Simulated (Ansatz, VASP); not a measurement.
**Br: VASP beside Ansatz**

The input INCAR:

```
SYSTEM = Br
ALGO = Normal
EDIFF = 1E-6
ENCUT = 520
GGA = PS
ISIF = 2
ISMEAR = 0
LASPH = .TRUE.
LCHARG = .FALSE.
LREAL = .FALSE.
LWAVE = .FALSE.
NBANDS = 22
NELM = 60
PREC = Accurate
SIGMA = 0.02
```

File KPOINTS:

```
k-points
0
G
  8 8 4
  0 0 0
```

File POSCAR:

```
Br
1.0
    3.4594287000     -2.3232550500     -0.0149352000
    3.4684335000      2.3366617500      0.0074648000
   -0.0097664000      0.0436000000      9.0164800000
Br
4
Direct
    0.1587405025      0.8711065739      0.1031009174
    0.5585060405      0.4081176476      0.4188646789
    0.8813291223      0.1165389437      0.8628176606
    0.4014265669      0.6042346026      0.6152167431
```

Input for Ansatz:

```yaml
crystal:
  lattice:
    - [3.4594287, -2.32325505, -0.0149352]
    - [3.4684335, 2.33666175, 0.0074648]
    - [-0.0097664, 0.0436, 9.01648]
  atoms:
    - { symbol: Br, position: [0.1587405025, 0.8711065739, 0.1031009174] }
    - { symbol: Br, position: [0.5585060405, 0.4081176476, 0.4188646789] }
    - { symbol: Br, position: [0.8813291223, 0.1165389437, 0.8628176606] }
    - { symbol: Br, position: [0.4014265669, 0.6042346026, 0.6152167431] }
basis:
  ecutwfc: 420
kpoints:
  mp_grid: { grid: [8, 8, 4] }
hamiltonian:
  xc: pbesol
scf:
  occupations: { method: gaussian, width: 0.02 }
output:
  forces: true
  stress: true
  eigenvalues: true
  populations: true
```

Change from the starting cell: all atoms moved at random, cell strained at random.

Alike in both runs: task single point; functional PBEsol; k mesh 8 × 8 × 4; occupations gaussian, width 0.02 eV; no spin polarisation.

|  | VASP | Ansatz |
| --- | --- | --- |
| version | VASP 6.6.1 | Ansatz 0.2.0 |
| potentials or method | VASP PAW PBE potentials, release 64 (Br), cutoff 520 eV | scalar-relativistic, plane waves, PAW |
| valence electrons in the cell | 28 | 28 |

|  | VASP | Ansatz | Ansatz less VASP |
| --- | --- | --- | --- |
| gap on the k mesh at the Fermi level (eV) | 1.19 | 1.19 | -0.001 |
| least direct gap on the mesh (eV) | 1.19 | 1.19 | -0.001 |
| pressure (GPa) | 6.0 | 5.9 | -0.11 |
| traceless stress, the component that is largest in VASP (GPa) | 10.84 | 10.73 | -0.104 |
| rms of the force components (eV/Å) | 4.390 | 4.333 | -0.0578 |

VASP's potentials were made for PBE, not for PBEsol. Atom by atom the forces differ by 0.059 eV/Å (rms over components).
